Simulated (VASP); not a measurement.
Set up this calculation in VASP 6.6.1, as the native input.

```
Task                   : single point
Functional             : LDA
Potentials or basis    : VASP PAW LDA potentials, release 64 (Ge_d, Se)
Cutoff                 : 500 eV
k mesh                 : 2 × 6 × 4
Occupations            : gaussian, width 0.1 eV
Spin                   : no spin polarisation
Dipole correction      : no
Further INCAR settings : ALGO = Normal; EDIFF = 1e-06; NBANDS = 50
```

The structure of GeSe lies in POSCAR:

```
GeSe
1.0
   11.2560349400      0.0000000000      0.0000000000
    0.0000000000      3.7871878600      0.0000000000
    0.0000000000      0.0000000000      4.6643635200
Ge Se
4 4
Direct
    0.1290986400      0.2500000000      0.1190017300
    0.8709013600      0.7500000000      0.8809982700
    0.3709013600      0.7500000000      0.6190017300
    0.6290986400      0.2500000000      0.3809982700
    0.8492791900      0.2500000000      0.5154685600
    0.1507208100      0.7500000000      0.4845314400
    0.6507208100      0.7500000000      0.0154685600
    0.3492791900      0.2500000000      0.9845314400
```

One way to write it, as run:

INCAR

```
SYSTEM = GeSe
PREC = Accurate
ENCUT = 500
EDIFF = 1E-6
ISMEAR = 0
SIGMA = 0.1
LREAL = .False.
LASPH = .True.
NELM = 120
ALGO = Normal
ISIF = 2
LWAVE = .False.
LCHARG = .False.
GGA = CA
NBANDS = 50
GGA_COMPAT = .False.
```

KPOINTS

```
Automatic mesh
0
Gamma
  2 6 4
  0 0 0
```

Potentials or basis: VASP PAW LDA potentials, release 64 (Ge_d, Se).

The run is started by

```console
$ cat potpaw_LDA.64/Ge_d/POTCAR potpaw_LDA.64/Se/POTCAR > POTCAR
$ mpirun -np 1 vasp_std > vasp.out
```

It gave:

```json
{"Pressure": "-2.7 GPa", "Largest force": "0.064 eV/Å", "Band gap on the k mesh": "0.78 eV"}
```

It took 4.9 min on 1 thread of Intel Xeon 8259CL (shared host), peak memory 0.33 GiB.
